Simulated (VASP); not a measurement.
# BaTiO3 (P4mm) in VASP: a series of runs, part 2 of 2

VASP 6.6.1.

### 3 Relaxation of cell and atoms, PBE+D3(BJ)

Input file INCAR:

```
SYSTEM = BaTiO3
PREC = Accurate ; ENCUT = 600
EDIFF = 1E-7 ; ISMEAR = 0
SIGMA = 0.02 ; LREAL = .False.
LASPH = .True. ; NELM = 80
ALGO = Normal ; ISIF = 3
LWAVE = .False. ; LCHARG = .False.
GGA = PE ; IVDW = 12
IBRION = 2 ; NSW = 100
EDIFFG = -0.005
```

Input file KPOINTS:

```
regular mesh
0
Gamma
  8 8 8
  0 0 0
```

Input file POSCAR:

```
BaTiO3
1.0
    3.9998000000      0.0000000000      0.0000000000
    0.0000000000      3.9998000000      0.0000000000
    0.0000000000      0.0000000000      4.0180000000
Ba Ti O
1 1 3
Direct
    0.0000000000      0.0000000000      0.0000000000
    0.5000000000      0.5000000000      0.4900000000
    0.5000000000      0.5000000000      0.0190000000
    0.5000000000      0.0000000000      0.5170000000
    0.0000000000      0.5000000000      0.5170000000
```

Potentials or basis: VASP PAW PBE potentials, release 64 (Ba_sv, Ti_sv, O).

On the command line:

```
$ cat potpaw_PBE.64/Ba_sv/POTCAR potpaw_PBE.64/Ti_sv/POTCAR potpaw_PBE.64/O/POTCAR > POTCAR
$ mpirun -np 1 vasp_std > vasp.out
```

OUTCAR:

```text
SYSTEM = BaTiO3
   PREC = Accurate
   ENCUT = 600
   EDIFF = 1E-7
   ISMEAR = 0
   LREAL = .False.
   LASPH = .True.
   NELM = 80
   ISIF = 3
   GGA = PE
   IVDW = 12
   IBRION = 2
   NSW = 100
   EDIFFG = -0.005
 IVDW          = 12

 ion  position               nearest neighbor table
   1  0.000  0.000  0.000-   4 2.79   5 2.79   5 2.79   4 2.79   3 2.83   3 2.83   3 2.83   3 2.83
                             4 2.88   5 2.88   5 2.88   4 2.88   2 3.45   2 3.45   2 3.45   2 3.45
   2  0.500  0.500  0.490-   3 1.89   4 2.00   5 2.00   4 2.00   5 2.00   3 2.13   1 3.45   1 3.45
                             1 3.45   1 3.45   1 3.49   1 3.49   1 3.49   1 3.49
   3  0.500  0.500  0.019-   2 1.89   2 2.13   1 2.83   1 2.83   1 2.83   1 2.83
   4  0.500  0.000  0.517-   2 2.00   2 2.00   1 2.79   1 2.79   1 2.88   1 2.88
   5  0.000  0.500  0.517-   2 2.00   2 2.00   1 2.79   1 2.79   1 2.88   1 2.88

  LATTYP: Found a simple tetragonal cell.
 ALAT       =     3.9998000000
 C/A-ratio  =     1.0045502275

  Lattice vectors:

 A1 = (   3.9998000000,   0.0000000000,   0.0000000000)
 A2 = (   0.0000000000,   3.9998000000,   0.0000000000)
 A3 = (   0.0000000000,   0.0000000000,   4.0180000000)

Analysis of symmetry for initial positions (statically):
=====================================================================
 Subroutine PRICEL returns:
 Original cell was already a primitive cell.

 Routine SETGRP: Setting up the symmetry group for a
 simple tetragonal supercell.

 Subroutine GETGRP returns: Found  8 space group operations
 (whereof  8 operations were pure point group operations)
 out of a pool of 16 trial point group operations.

The static configuration has the point symmetry C_4v.

Analysis of symmetry for dynamics (positions and initial velocities):
=====================================================================
 Subroutine PRICEL returns:
 Original cell was already a primitive cell.

 Routine SETGRP: Setting up the symmetry group for a
 simple tetragonal supercell.

 Subroutine GETGRP returns: Found  8 space group operations
 (whereof  8 operations were pure point group operations)
 out of a pool of 16 trial point group operations.

The dynamic configuration has the point symmetry C_4v.

 Subroutine INISYM returns: Found  8 space group operations
 (whereof  8 operations are pure point group operations),
 and found     1 'primitive' translations

----------------------------------------------------------------------------------------

                                     Primitive cell

  volume of cell :      64.2816

  direct lattice vectors                    reciprocal lattice vectors
     3.999800000  0.000000000  0.000000000     0.250012501  0.000000000  0.000000000
     0.000000000  3.999800000  0.000000000     0.000000000  0.250012501  0.000000000
     0.000000000  0.000000000  4.018000000     0.000000000  0.000000000  0.248880040

  length of vectors
     3.999800000  3.999800000  4.018000000     0.250012501  0.250012501  0.248880040

  position of ions in fractional coordinates (direct lattice)
     0.000000000  0.000000000  0.000000000
     0.500000000  0.500000000  0.490000000
     0.500000000  0.500000000  0.019000000
     0.500000000  0.000000000  0.517000000
     0.000000000  0.500000000  0.517000000

  ion indices of the primitive-cell ions
   primitive index   ion index
                 1           1
                 2           2
                 3           3
                 4           4
                 5           5

[... 28 lines left out ...]
  0.000000  0.000000  0.000000      1.000000
  0.125000  0.000000  0.000000      4.000000
  0.250000  0.000000  0.000000      4.000000
  0.375000  0.000000  0.000000      4.000000
  0.500000  0.000000  0.000000      2.000000
  0.125000  0.125000  0.000000      4.000000
[... 16 lines left out ...]
  0.375000  0.125000  0.125000     16.000000
  0.500000  0.125000  0.125000      8.000000
 [... further k-points ...]
   k-points           NKPTS =     75   k-points in BZ     NKDIM =     75   number of bands    NBANDS=     24
   number of dos      NEDOS =    301   number of ions     NIONS =      5
   total plane-waves  NPLWV =  32768
   dimension x,y,z NGX =    32 NGY =   32 NGZ =   32
   dimension x,y,z NGXF=    64 NGYF=   64 NGZF=   64
   ions per type =               1   1   3
   NGX,Y,Z   is equivalent  to a cutoff of  13.30, 13.30, 13.24 a.u.
   NGXF,Y,Z  is equivalent  to a cutoff of  26.60, 26.60, 26.48 a.u.
 SYSTEM =  BaTiO3
   PREC   = accura    normal or accurate (medium, high low for compatibility)
   ISTART =      0    job   : 0-new  1-cont  2-samecut
   ICHARG =      2    charge: 1-file 2-atom 10-const
   ISPIN  =      1    spin polarized calculation?
   LNONCOLLINEAR =      F non collinear calculations
   LSORBIT =      F    spin-orbit coupling
   LASPH  =      T    aspherical Exc in radial PAW
   ENCUT  =  600.0 eV  44.10 Ry    6.64 a.u.   7.99  7.99  8.02*2*pi/ulx,y,z
   NELM   =     80;   NELMIN=  2; NELMDL= -5     # of ELM steps
   EDIFF  = 0.1E-06   stopping-criterion for ELM
   LREAL  =      F    real-space projection
   EDIFFG = -.5E-02   stopping-criterion for IOM
   NSW    =    100    number of steps for IOM
   IBRION =      2    ionic relax: 0-MD 1-quasi-New 2-CG
   NFREE  =      1    steps in history (QN), initial steepest desc. (CG)
   ISIF   =      3    stress and relaxation
   ISYM   =      2    0-nonsym 1-usesym 2-fastsym
   POTIM  = 0.5000    time-step for ionic-motion
   TEBEG  =    0.0;   TEEND  =   0.0 temperature during run
   PSTRESS=    0.0 pullay stress
   NELECT =      40.0000    total number of electrons
   NUPDOWN=      -1.0000    fix difference up-down
   EMIN   =  10.00;   EMAX   =-10.00  energy-range for DOS
   EFERMI =   0.00;   METHOD = LEGACY
   ISMEAR =     0;   SIGMA  =   0.02  broadening in eV -4-tet -1-fermi 0-gaus
   EFERMI_NEDOS =   21; number of points for ismear=-14 and -15
   IALGO  =     38    algorithm
   IMIX   =      4    mixing-type and parameters
     AMIX     =   0.40;   BMIX     =  1.00
     AMIX_MAG =   1.60;   BMIX_MAG =  1.00
  volume/ion in A,a.u.               =      12.86        86.76
  Fermi-wavevector in a.u.,A,eV,Ry     =   1.397653  2.641181 26.578078  1.953434
  Thomas-Fermi vector in A             =   2.520888
   LORBIT       =      0    0 simple, 1 ext, 2 COOP (PROOUT), +10 PAW based schemes
   GGA     = PE    functional components
   LHFCALC =     F    Hartree Fock is set to
   AEXX    =    0.0000 exact exchange contribution
   IVDW    =    12    specifies the selected vdW correction
   LEPSILON=     F    determine dielectric tensor
   LRPA    =     F    only Hartree local field effects (RPA)
 conjugate gradient relaxation of ions
 non-spin polarized calculation
 Gauss-broadening in eV      SIGMA  =   0.02
  energy-cutoff  :      600.00
  volume of cell :       64.28
 maximum number of plane-waves:      2176
 NGX is ok and might be reduce to    32
   NGX = 15   NGY = 15   NGZ = 17

--------------------------------------- Ionic step        1  -------------------------------------------

 number of electron      39.9999999 magnetization

 Free energy of the ion-electron system (eV)
  ---------------------------------------------------
  ext. energy  EPLUGINS =         0.00000000
  ---------------------------------------------------
  free energy    TOTEN  =       -39.98912174 eV

  energy without entropy =      -39.98912174  energy(sigma->0) =      -39.98912174

------------------------ aborting loop because EDIFF is reached ----------------------------------------

 Edisp (eV)   -1.32131

 E8    (eV) :    -0.6008
[... 114 lines left out ...]
  FREE ENERGIE OF THE ION-ELECTRON SYSTEM (eV)
  ---------------------------------------------------
  free  energy   TOTEN  =       -41.3179517349 eV

  energy  without entropy=      -41.3179517349  energy(sigma->0) =      -41.31795173

[... ionic steps 4 to 11 ...]

--------------------------------------- Ionic step       12  -------------------------------------------

 number of electron      39.9999997 magnetization

------------------------ aborting loop because EDIFF is reached ----------------------------------------
[... 81 lines left out ...]
--------------------------------------- Ionic step       14  -------------------------------------------

 number of electron      39.9999997 magnetization

 Free energy of the ion-electron system (eV)
  ---------------------------------------------------
  ext. energy  EPLUGINS =         0.00000000
  ---------------------------------------------------
  free energy    TOTEN  =       -40.02496259 eV

  energy without entropy =      -40.02496259  energy(sigma->0) =      -40.02496259

 E-fermi :   4.0763     XC(G=0): -11.1497

 val. band max:        3.8353780824   @ k =   0.5000   0.5000   0.5000
 cond. band min:       5.6221612736   @ k =   0.0000   0.0000   0.0000
 fundamental gap:      1.7867831912
 Fermi energy:         4.0763145417

 k-point     1 :       0.0000    0.0000    0.0000
  band No.  band energies     occupation
      1     -52.7762      2.00000
      2     -29.0741      2.00000
      3     -28.9828      2.00000
      4     -28.9828      2.00000
      5     -21.1993      2.00000
      6     -13.1547      2.00000
[... 637 lines left out ...]
     23       7.4110      0.00000
     24       8.4585      0.00000

 [... further k-points ...]

------------------------ aborting loop because EDIFF is reached ----------------------------------------

 Edisp (eV)   -1.30105

 E8    (eV) :    -0.5917
[... 28 lines left out ...]
  FREE ENERGIE OF THE ION-ELECTRON SYSTEM (eV)
  ---------------------------------------------------
  free  energy   TOTEN  =       -41.3260104359 eV

  energy  without entropy=      -41.3260104359  energy(sigma->0) =      -41.32601044

 reached required accuracy - stopping structural energy minimisation
```

CONTCAR:

```text
BaTiO3
   1.00000000000000
     3.9847244819131262    0.0000000000000000    0.0000000000000000
     0.0000000000000000    3.9847244819131258   -0.0000000000000000
     0.0000000000000000    0.0000000000000000    4.1111083575972129
  Ba              Ti              O
     1     1     3
Direct
     0.0000000000000000    0.0000000000000000    0.9968909108381484
     0.5000000000000000    0.5000000000000000    0.4789271136812733
     0.5000000000000000    0.5000000000000000    0.0321381804344670
     0.5000000000000000    1.0000000000000000    0.5175218975230588
     0.0000000000000000    0.5000000000000000    0.5175218975230588

  0.00000000E+00  0.00000000E+00  0.00000000E+00
  0.00000000E+00  0.00000000E+00  0.00000000E+00
  0.00000000E+00  0.00000000E+00  0.00000000E+00
  0.00000000E+00  0.00000000E+00  0.00000000E+00
  0.00000000E+00  0.00000000E+00  0.00000000E+00
```

Run time: 31 min. Hardware: 1 thread of Intel Xeon 8259CL, shared host; peak memory 0.29 GiB.

Results:

| Property | Result |
| --- | --- |
| Free energy | -41.3260 eV |
| Relaxed volume | 13.06 Å³/atom |
| Relaxed cell | a = 3.985 Å, b = 3.985 Å, c = 4.111 Å, α = 90.00°, β = 90.00°, γ = 90.00° |
| Space group after relaxing (to 0.1 Å) | P4mm (No. 99) |
| Energy gained by relaxing | 3.1 meV/atom |
| Ionic steps | 14 |
| Pressure after relaxing | 0.0 GPa |
| Band gap on the k mesh | 1.79 eV (least direct gap 2.26 eV) |
| Dispersion energy per atom | -0.260 eV |

Forces on the atoms (eV/Å):
```
Ba   0.000  0.000  0.000
Ti   0.000  0.000 -0.002
O    0.000  0.000  0.001
O    0.000  0.000  0.001
O    0.000  0.000  0.001
```

Step by step:
```tsv
step	energy change (eV)	largest force (eV/Å)	pressure (GPa)	volume (Å³)
1	0.0000	0.2778	0.67	64.28
2	-0.0063	0.1906	-0.34	64.78
3	-0.0075	0.1774	-1.03	65.16
4	-0.0109	0.0973	-0.08	64.94
5	-0.0110	0.0975	0.18	64.89
6	-0.0126	0.0773	0.21	64.92
7	-0.0138	0.0770	0.24	64.97
8	-0.0138	0.1075	0.35	65.06
9	-0.0142	0.0890	0.29	65.02
10	-0.0150	0.0688	-0.17	65.28
11	-0.0151	0.0636	-0.30	65.35
12	-0.0154	0.0612	0.13	65.25
13	-0.0154	0.0517	0.05	65.27
14	-0.0156	0.0023	0.02	65.28
```

Final structure:
```yaml
crystal:
  lattice:
    - [3.98472, 0.00000, 0.00000]
    - [0.00000, 3.98472, 0.00000]
    - [0.00000, 0.00000, 4.11111]
  atoms:
    - { symbol: Ba, position: [0.00000, 0.00000, 0.99689] }
    - { symbol: Ti, position: [0.50000, 0.50000, 0.47893] }
    - { symbol: O, position: [0.50000, 0.50000, 0.03214] }
    - { symbol: O, position: [0.50000, 0.00000, 0.51752] }
    - { symbol: O, position: [0.00000, 0.50000, 0.51752] }
```

Levels at points of the mesh, in eV from the valence-band top:
```tsv
k point	band 16	band 17	band 18	band 19	band 20	band 21	band 22	band 23	band 24
(0.00, 0.00, 0.00)	-1.51	-1.25	-0.65	-0.47	-0.47	1.79	2.24	2.24	4.02
(0.50, 0.00, 0.00)	-1.98	-1.93	-1.72	-1.32	-1.12	2.35	3.48	3.55	4.08
(0.50, 0.50, 0.00)	-2.89	-1.92	-1.09	-1.09	-0.07	3.58	3.58	3.94	4.39
(0.00, 0.00, 0.50)	-2.07	-2.03	-1.99	-0.73	-0.73	1.93	3.48	3.48	4.02
(0.50, 0.00, 0.50)	-2.67	-1.80	-1.06	-1.01	-0.38	3.49	3.51	3.82	4.82
(0.50, 0.50, 0.50)	-2.55	-2.55	-0.30	-0.30	0.00	4.07	4.07	4.14	6.23
```

Caveat: spin-orbit coupling is left out, which moves the levels of the heavy elements. A k mesh can miss the band edges.
